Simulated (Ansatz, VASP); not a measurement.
# Two plane-wave programs on Mg3CdSe4

The input INCAR:

```
SYSTEM = Mg3CdSe4
  PREC = Accurate
  ENCUT = 600
  EDIFF = 1E-7
  ISMEAR = 0
  SIGMA = 0.02
  LREAL = .False.
  LASPH = .True.
  NELM = 100
  ALGO = Normal
  ISIF = 3
  LWAVE = .False.
  LCHARG = .False.
  GGA = PE
  IBRION = 2
  NSW = 100
  EDIFFG = -0.01
```

KPOINTS

```
Automatic mesh
0
Gamma
  6 6 6
  0 0 0
```

File POSCAR:

```
Mg3CdSe4
1.0
    6.0437947000      0.0000000000      0.0000000000
    0.0000000000      6.0437947000      0.0000000000
    0.0000000000      0.0000000000      6.0437947000
Mg Cd Se
3 1 4
Direct
    0.0000000000      0.5000000000      0.5000000000
    0.5000000000      0.0000000000      0.5000000000
    0.5000000000      0.5000000000      0.0000000000
    0.0000000000      0.0000000000      0.0000000000
    0.2556460000      0.2556460000      0.7443540000
    0.2556460000      0.7443540000      0.2556460000
    0.7443540000      0.2556460000      0.2556460000
    0.7443540000      0.7443540000      0.7443540000
```

Input for Ansatz:

```yaml
crystal:
  lattice:
    - [6.0437947, 0.0, 0.0]
    - [0.0, 6.0437947, 0.0]
    - [0.0, 0.0, 6.0437947]
  atoms:
    - { symbol: Mg, position: [0.0, 0.5, 0.5] }
    - { symbol: Mg, position: [0.5, 0.0, 0.5] }
    - { symbol: Mg, position: [0.5, 0.5, 0.0] }
    - { symbol: Cd, position: [0.0, 0.0, 0.0] }
    - { symbol: Se, position: [0.255646, 0.255646, 0.744354] }
    - { symbol: Se, position: [0.255646, 0.744354, 0.255646] }
    - { symbol: Se, position: [0.744354, 0.255646, 0.255646] }
    - { symbol: Se, position: [0.744354, 0.744354, 0.744354] }
basis:
  ecutwfc: 420
kpoints:
  mp_grid: { grid: [6, 6, 6] }
hamiltonian:
  xc: pbe
scf:
  occupations: { method: gaussian, width: 0.02 }
output:
  forces: true
  stress: true
  eigenvalues: true
  write_density: true
  write_potential: true
  elf: true
  volumetric_format: npy
relax:
  adjacent_minimum: "off"
  f_tol: 0.01
  max_steps: 80
  cell: { stress_tol: 0.05 }
```

Alike in both runs: task relaxation of cell and atoms; functional PBE; k mesh 6 × 6 × 6; occupations gaussian, width 0.02 eV; no spin polarisation.

|  | VASP | Ansatz |
| --- | --- | --- |
| version | VASP 6.6.1 | Ansatz 0.2.0 |
| potentials or method | VASP PAW PBE potentials, release 64 (Mg, Cd, Se), cutoff 600 eV | scalar-relativistic, plane waves, PAW |
| valence electrons in the cell | 42 | 114 |

Ansatz gave:

* gap on the k mesh at the Fermi level, each at its own relaxed structure (eV): 1.93
* relaxed volume (Å³/atom): 27.60
* relaxed length of the cell vector where the two differ most in proportion (Å): 6.044

Task: Which values does VASP return?

Result: gap on the k mesh at the Fermi level, each at its own relaxed structure (eV): 1.93; relaxed volume (Å³/atom): 27.62; relaxed length of the cell vector where the two differ most in proportion (Å): 6.045.

VASP's potentials hold 42 valence electrons a cell and Ansatz's 114, so a difference there can come from the potentials and not from the codes.
